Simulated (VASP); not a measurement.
# BN (P6_3mc) in VASP: further runs, part 2 of 2

VASP 6.6.1.

## (5) Single point, r2SCAN (strain -0.015 along x and y, -0.030 along z)

POSCAR reads:

```
BN
1.0
    2.5058070255      0.0000000000      0.0000000000
   -1.2529035128      2.1700925411      0.0000000000
    0.0000000000      0.0000000000      4.0815125866
B N
2 2
Direct
    0.6666666667      0.3333333333      0.9997995909
    0.3333333333      0.6666666667      0.4997995909
    0.6666666667      0.3333333333      0.6252004091
    0.3333333333      0.6666666667      0.1252004091
```

INCAR.step1 reads:

```
SYSTEM = BN
PREC = Accurate
ENCUT = 520
ISMEAR = 0
SIGMA = 0.05
LREAL = .False.
LASPH = .True.
NELM = 60
NBANDS = 16
GGA = PE
ALGO = Normal
EDIFF = 1E-4
LWAVE = .True.
LCHARG = .False.
```

INCAR.step2 reads:

```
SYSTEM = BN
PREC = Accurate
ENCUT = 520
EDIFF = 1E-6
ISMEAR = 0
SIGMA = 0.05
LREAL = .False.
LASPH = .True.
NELM = 60
ALGO = Normal
ISIF = 2
LWAVE = .False.
LCHARG = .True.
METAGGA = R2SCAN
LMIXTAU = .True.
LELF = .True.
LVHAR = .True.
NBANDS = 16
ISTART = 1
```

KPOINTS reads:

```
regular mesh
0
Gamma
  12 12 6
  0 0 0
```

Potentials or basis: VASP PAW PBE potentials, release 64 (B, N).

Launch:

```
$ cat potpaw_PBE.64/B/POTCAR potpaw_PBE.64/N/POTCAR > POTCAR
$ cp INCAR.step1 INCAR
$ mpirun -np 1 vasp_std > vasp.out
$ cp INCAR.step2 INCAR
$ mpirun -np 1 vasp_std > vasp.out
```

OUTCAR:

```text
SYSTEM = BN
   PREC = Accurate
   ENCUT = 520
   EDIFF = 1E-6
   ISMEAR = 0
   LREAL = .False.
   LASPH = .True.
   NELM = 60
   ISIF = 2
   METAGGA = R2SCAN
   ISTART = 1

 ion  position               nearest neighbor table
   1  0.667  0.333  1.000-   3 1.53   4 1.53   4 1.53   4 1.53
   2  0.333  0.667  0.500-   4 1.53   3 1.53   3 1.53   3 1.53
   3  0.667  0.333  0.625-   1 1.53   2 1.53   2 1.53   2 1.53
   4  0.333  0.667  0.125-   2 1.53   1 1.53   1 1.53   1 1.53

  LATTYP: Found a hexagonal cell.
 ALAT       =     2.5058070255
 C/A-ratio  =     1.6288215912

  Lattice vectors:

 A1 = (   2.5058070255,   0.0000000000,   0.0000000000)
 A2 = (  -1.2529035128,   2.1700925411,   0.0000000000)
 A3 = (   0.0000000000,   0.0000000000,   4.0815125866)

Analysis of symmetry for initial positions (statically):
=====================================================================
 Subroutine PRICEL returns:
 Original cell was already a primitive cell.

 Routine SETGRP: Setting up the symmetry group for a
 hexagonal supercell.

 Subroutine GETGRP returns: Found 12 space group operations
 (whereof  6 operations were pure point group operations)
 out of a pool of 24 trial point group operations.

[... 173 lines left out ...]
 fundamental gap:      5.6861565033
 Fermi energy:         8.4362645421

 k-point     1 :       0.0000    0.0000    0.0000
  band No.  band energies     occupation
      1     -14.0234      2.00000
      2      -9.3383      2.00000
      3      -3.6942      2.00000
      4       5.7185      2.00000
      5       5.7185      2.00000
      6       7.9560      2.00000
[... 433 lines left out ...]
      3      -1.4868      2.00000
      4       0.1794      2.00000
      5       1.7327      2.00000
      6       3.3449      2.00000
[... 8 lines left out ...]
     15      26.2253      0.00000
     16      26.7358      0.00000

 [... further k-points ...]

------------------------ aborting loop because EDIFF is reached ----------------------------------------

  FORCE on cell =-STRESS in cart. coord.  units (eV):
  Direction    XX          YY          ZZ          XY          YZ          ZX
  --------------------------------------------------------------------------------------
  -------------------------------------------------------------------------------------
  Total        3.0402079      3.0402079      5.6064060     -0.0000000      0.0000000      0.0000000
  in kB      219.4657946    219.4657946    404.7138935     -0.0000000      0.0000000      0.0000000
  external PRESSURE =     281.2151609 kB  Pullay stress =       0.0000000 kB

 VOLUME and BASIS-vectors are now :
 -----------------------------------------------------------------------------
  energy-cutoff  :      520.00
  volume of cell :       22.19
      direct lattice vectors                 reciprocal lattice vectors
     2.505807025  0.000000000  0.000000000     0.399073029  0.230404921  0.000000000
    -1.252903513  2.170092541  0.000000000     0.000000000  0.460809842  0.000000000
     0.000000000  0.000000000  4.081512587     0.000000000  0.000000000  0.245007207

 POSITION                                       TOTAL-FORCE (eV/Angst)
 -----------------------------------------------------------------------------------
      1.25290      0.72336      4.08069         0.000000     -0.000000      0.012076
     -0.00000      1.44673      2.03994         0.000000      0.000000      0.012076
      1.25290      0.72336      2.55176        -0.000000      0.000000     -0.012076
     -0.00000      1.44673      0.51101         0.000000      0.000000     -0.012076
 -----------------------------------------------------------------------------------
    total drift:                               -0.000000     -0.000000     -0.000924

  FREE ENERGIE OF THE ION-ELECTRON SYSTEM (eV)
  ---------------------------------------------------
  free  energy   TOTEN  =       -38.1289071245 eV

  energy  without entropy=      -38.1289071245  energy(sigma->0) =      -38.12890712
```

OUTCAR.step1:

```text
SYSTEM = BN
   PREC = Accurate
   ENCUT = 520
   ISMEAR = 0
   LREAL = .False.
   LASPH = .True.
   NELM = 60
[... 687 lines left out ...]
     -0.00000      1.44673      2.03994         0.000000     -0.000000      0.027759
      1.25290      0.72336      2.55176        -0.000000      0.000000     -0.027759
     -0.00000      1.44673      0.51101         0.000000     -0.000000     -0.027759
 -----------------------------------------------------------------------------------
    total drift:                               -0.000000     -0.000000      0.000181

  FREE ENERGIE OF THE ION-ELECTRON SYSTEM (eV)
  ---------------------------------------------------
  free  energy   TOTEN  =       -34.6598737880 eV

  energy  without entropy=      -34.6598737880  energy(sigma->0) =      -34.65987379
```

Wall time 51 s (1 thread of Intel Xeon 6975P-C (Granite Rapids), shared host); peak memory 0.14 GiB.

Results:

- Free energy: -38.1289 eV
- Pressure: 28.1 GPa
- Largest force: 0.012 eV/Å
- Band gap on the k mesh: 5.69 eV (least direct gap 9.18 eV)

Forces on the atoms (eV/Å):
```
B    0.000  0.000  0.012
B    0.000  0.000  0.012
N    0.000  0.000 -0.012
N    0.000  0.000 -0.012
```

Levels at points of the mesh, in eV from the valence-band top:
| k point | band 5 | band 6 | band 7 | band 8 | band 9 | band 10 | band 11 | band 12 |
| --- | --- | --- | --- | --- | --- | --- | --- | --- |
| (0.00, 0.00, 0.00) | -2.48 | -0.24 | 0.00 | 0.00 | 9.18 | 9.18 | 10.18 | 10.68 |
| (0.50, 0.00, 0.00) | -7.60 | -5.61 | -4.88 | -2.26 | 7.37 | 8.93 | 11.60 | 12.76 |
| (0.00, 0.00, 0.50) | -1.38 | -1.38 | -1.38 | -1.38 | 10.62 | 10.62 | 10.92 | 10.92 |
| (0.50, 0.00, 0.50) | -4.21 | -4.21 | -3.85 | -3.85 | 7.48 | 7.48 | 11.26 | 11.26 |

Caveat: the cell differs from its parent crystal (strain -0.015 along x and y, -0.030 along z); the cell stands under pressure; the PAW data sets were made with another functional, which shifts forces and pressure a little.

## (6) Single point, r2SCAN (strain -0.030 along x and y, +0.015 along z)

POSCAR reads:

```
BN
1.0
    2.4676475277      0.0000000000      0.0000000000
   -1.2338237638      2.1370454466      0.0000000000
    0.0000000000      0.0000000000      4.2708611086
B N
2 2
Direct
    0.6666666667      0.3333333333      0.9997995909
    0.3333333333      0.6666666667      0.4997995909
    0.6666666667      0.3333333333      0.6252004091
    0.3333333333      0.6666666667      0.1252004091
```

INCAR.step1 reads:

```
SYSTEM = BN
PREC = Accurate
ENCUT = 520
ISMEAR = 0
SIGMA = 0.05
LREAL = .FALSE.
LASPH = .TRUE.
NELM = 100
NBANDS = 16
GGA = PE
ALGO = Normal
EDIFF = 1E-4
LWAVE = .TRUE.
LCHARG = .FALSE.
```

INCAR.step2 reads:

```
SYSTEM = BN
PREC = Accurate
ENCUT = 520
EDIFF = 1E-7
ISMEAR = 0
SIGMA = 0.05
LREAL = .FALSE.
LASPH = .TRUE.
NELM = 100
ALGO = Normal
ISIF = 2
LWAVE = .FALSE.
LCHARG = .FALSE.
METAGGA = R2SCAN
LMIXTAU = .TRUE.
NBANDS = 16
ISTART = 1
```

KPOINTS reads:

```
Automatic mesh
0
G
  12 12 6
  0 0 0
```

Potentials or basis: VASP PAW PBE potentials, release 64 (B, N).

Launch:

```
$ cat potpaw_PBE.64/B/POTCAR potpaw_PBE.64/N/POTCAR > POTCAR
$ cp INCAR.step1 INCAR
$ mpirun -np 1 vasp_std > vasp.out
$ cp INCAR.step2 INCAR
$ mpirun -np 1 vasp_std > vasp.out
```

OUTCAR:

```text
SYSTEM = BN
   PREC = Accurate
   ENCUT = 520
   EDIFF = 1E-7
   ISMEAR = 0
   LREAL = .FALSE.
   LASPH = .TRUE.
   NELM = 100
   ISIF = 2
   METAGGA = R2SCAN
   ISTART = 1

 ion  position               nearest neighbor table
   1  0.667  0.333  1.000-   4 1.52   4 1.52   4 1.52   3 1.60
   2  0.333  0.667  0.500-   3 1.52   3 1.52   3 1.52   4 1.60
   3  0.667  0.333  0.625-   2 1.52   2 1.52   2 1.52   1 1.60
   4  0.333  0.667  0.125-   1 1.52   1 1.52   1 1.52   2 1.60

  LATTYP: Found a hexagonal cell.
 ALAT       =     2.4676475277
 C/A-ratio  =     1.7307419559

  Lattice vectors:

 A1 = (   2.4676475277,   0.0000000000,   0.0000000000)
 A2 = (  -1.2338237638,   2.1370454466,   0.0000000000)
 A3 = (   0.0000000000,   0.0000000000,   4.2708611086)

Analysis of symmetry for initial positions (statically):
=====================================================================
 Subroutine PRICEL returns:
 Original cell was already a primitive cell.

 Routine SETGRP: Setting up the symmetry group for a
 hexagonal supercell.

 Subroutine GETGRP returns: Found 12 space group operations
 (whereof  6 operations were pure point group operations)
 out of a pool of 24 trial point group operations.

[... 172 lines left out ...]
 fundamental gap:      5.4623637753
 Fermi energy:         8.3193623425

 k-point     1 :       0.0000    0.0000    0.0000
  band No.  band energies     occupation
      1     -14.0425      2.00000
      2     -10.0060      2.00000
      3      -3.8625      2.00000
      4       6.1059      2.00000
      5       6.1059      2.00000
      6       7.5421      2.00000
[... 433 lines left out ...]
      3      -1.3790      2.00000
      4      -0.0396      2.00000
      5       1.4258      2.00000
      6       3.6299      2.00000
[... 8 lines left out ...]
     15      25.9306      0.00000
     16      26.1677      0.00000

 [... further k-points ...]

------------------------ aborting loop because EDIFF is reached ----------------------------------------

  FORCE on cell =-STRESS in cart. coord.  units (eV):
  Direction    XX          YY          ZZ          XY          YZ          ZX
  --------------------------------------------------------------------------------------
  -------------------------------------------------------------------------------------
  Total        5.4104968      5.4104968     -1.5883176      0.0000000      0.0000000      0.0000000
  in kB      384.8889042    384.8889042   -112.9888503      0.0000000      0.0000000      0.0000000
  external PRESSURE =     218.9296527 kB  Pullay stress =       0.0000000 kB

 VOLUME and BASIS-vectors are now :
 -----------------------------------------------------------------------------
  energy-cutoff  :      520.00
  volume of cell :       22.52
      direct lattice vectors                 reciprocal lattice vectors
     2.467647528  0.000000000  0.000000000     0.405244261  0.233967883  0.000000000
    -1.233823764  2.137045447  0.000000000     0.000000000  0.467935767  0.000000000
     0.000000000  0.000000000  4.270861109     0.000000000  0.000000000  0.234144819

 POSITION                                       TOTAL-FORCE (eV/Angst)
 -----------------------------------------------------------------------------------
      1.23382      0.71235      4.27001        -0.000000      0.000000     -0.055479
     -0.00000      1.42470      2.13457         0.000000      0.000000     -0.055479
      1.23382      0.71235      2.67014        -0.000000      0.000000      0.055479
     -0.00000      1.42470      0.53471         0.000000      0.000000      0.055479
 -----------------------------------------------------------------------------------
    total drift:                               -0.000000     -0.000001      0.001553

  FREE ENERGIE OF THE ION-ELECTRON SYSTEM (eV)
  ---------------------------------------------------
  free  energy   TOTEN  =       -38.0869221200 eV

  energy  without entropy=      -38.0869221200  energy(sigma->0) =      -38.08692212
```

OUTCAR.step1:

```text
SYSTEM = BN
   PREC = Accurate
   ENCUT = 520
   ISMEAR = 0
   LREAL = .FALSE.
   LASPH = .TRUE.
   NELM = 100
[... 686 lines left out ...]
     -0.00000      1.42470      2.13457        -0.000000     -0.000000     -0.124251
      1.23382      0.71235      2.67014         0.000000     -0.000000      0.124251
     -0.00000      1.42470      0.53471         0.000000      0.000000      0.124251
 -----------------------------------------------------------------------------------
    total drift:                               -0.000000     -0.000000     -0.000500

  FREE ENERGIE OF THE ION-ELECTRON SYSTEM (eV)
  ---------------------------------------------------
  free  energy   TOTEN  =       -34.6264974907 eV

  energy  without entropy=      -34.6264974907  energy(sigma->0) =      -34.62649749
```

Wall time 54 s (1 thread of Intel Xeon 6975P-C (Granite Rapids), shared host); peak memory 0.14 GiB.

What came out:

| Item | Value |
| --- | --- |
| Free energy | -38.0869 eV |
| Pressure | 21.9 GPa |
| Largest force | 0.055 eV/Å |
| Band gap on the k mesh | 5.46 eV (least direct gap 8.00 eV) |

Forces in eV/Å, atoms in the order of the input:
```
B    0.000  0.000 -0.055
B    0.000  0.000 -0.055
N    0.000  0.000  0.055
N    0.000  0.000  0.055
```

Stress tensor (GPa, compression positive):
```
 38.49   0.00   0.00
  0.00  38.49   0.00
  0.00   0.00 -11.30
```

Levels at points of the mesh, in eV from the valence-band top:
```tsv
k point	band 5	band 6	band 7	band 8	band 9	band 10	band 11	band 12
(0.00, 0.00, 0.00)	-1.97	-0.53	0.00	0.00	8.00	9.70	9.70	11.77
(0.50, 0.00, 0.00)	-7.42	-5.20	-4.71	-2.50	7.92	8.37	11.92	12.84
(0.00, 0.00, 0.50)	-1.08	-1.08	-1.08	-1.08	11.22	11.22	11.23	11.23
(0.50, 0.00, 0.50)	-4.14	-4.14	-4.04	-4.04	7.12	7.12	10.86	10.86
```

Caveat: the cell differs from its parent crystal (strain -0.030 along x and y, +0.015 along z); the cell stands under pressure; the PAW data sets were made with another functional, which shifts forces and pressure a little.

## (7) Summary

```csv
cell,gap on the mesh (eV),pressure (GPa),largest force (eV/Å)
"a = 2.468, b = 2.468, c = 4.082 Å, angles 90.0, 90.0, 120.0°, 4 atoms",5.57,43.8,0.08
"a = 2.468, b = 2.468, c = 4.145 Å, angles 90.0, 90.0, 120.0°, 4 atoms",5.53,35.7,0.12
"a = 2.468, b = 2.468, c = 4.208 Å, angles 90.0, 90.0, 120.0°, 4 atoms",5.50,28.4,0.11
"a = 2.506, b = 2.506, c = 4.082 Å, angles 90.0, 90.0, 120.0°, 4 atoms",5.69,28.1,0.01
"a = 2.468, b = 2.468, c = 4.271 Å, angles 90.0, 90.0, 120.0°, 4 atoms",5.46,21.9,0.06
```

Alike in all rows: task single point; level r2SCAN; potentials or basis VASP PAW PBE potentials, release 64 (B, N); no spin polarisation; k mesh 12 × 12 × 6; cutoff (eV) 520; smearing gaussian 0.05 eV.

Caveats: the cell stands under pressure; the PAW data sets were made with another functional, which shifts forces and pressure a little.

Total energies depend on the potentials used, so only differences within one code and one set of settings carry meaning.
